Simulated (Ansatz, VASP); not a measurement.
BiN: VASP beside Ansatz

File INCAR:

```
SYSTEM = BiN
ALGO = Normal
EDIFF = 1E-6
ENCUT = 520
GGA = PE
ISIF = 2
ISMEAR = 0
LASPH = .True.
LCHARG = .False.
LREAL = .False.
LWAVE = .False.
NBANDS = 17
NELM = 80
PREC = Accurate
SIGMA = 0.05
```

File KPOINTS:

```
k-points
0
Gamma
  10 10 10
  0 0 0
```

Contents of POSCAR:

```
BiN
1.0
    0.0000000000      2.8126358358      2.8126358358
    2.8126358358      0.0000000000      2.8126358358
    2.8126358358      2.8126358358      0.0000000000
Bi N
1 1
Direct
    0.0000000000      0.0000000000      0.0000000000
    0.2500000000      0.2500000000      0.2500000000
```

Input for Ansatz:

```yaml
crystal:
  lattice:
    - [0.0, 2.8126358358, 2.8126358358]
    - [2.8126358358, 0.0, 2.8126358358]
    - [2.8126358358, 2.8126358358, 0.0]
  atoms:
    - { symbol: Bi, position: [0.0, 0.0, 0.0] }
    - { symbol: "N", position: [0.25, 0.25, 0.25] }
basis:
  ecutwfc: 420
  ecutrho_ratio: 4
kpoints:
  mp_grid: { grid: [10, 10, 10] }
hamiltonian:
  xc: pbe
scf:
  occupations: { method: gaussian, width: 0.05 }
output:
  forces: true
  stress: true
  eigenvalues: true
```

Alike in both runs: task single point; functional PBE; k mesh 10 × 10 × 10; occupations gaussian, width 0.05 eV; no spin polarisation.

|  | VASP | Ansatz |
| --- | --- | --- |
| version | VASP 6.6.1 | Ansatz 0.2.0 |
| potentials or method | VASP PAW PBE potentials, release 64 (Bi_d, N), cutoff 520 eV | scalar-relativistic, plane waves, PAW |
| valence electrons in the cell | 20 | 20 |

```tsv
	VASP	Ansatz	Ansatz less VASP
pressure (GPa)	-3.0	-3.0	+0.01
```

With one functional, cell and mesh, what is left measures potentials, basis and numerics.

Spin-orbit coupling is off throughout.
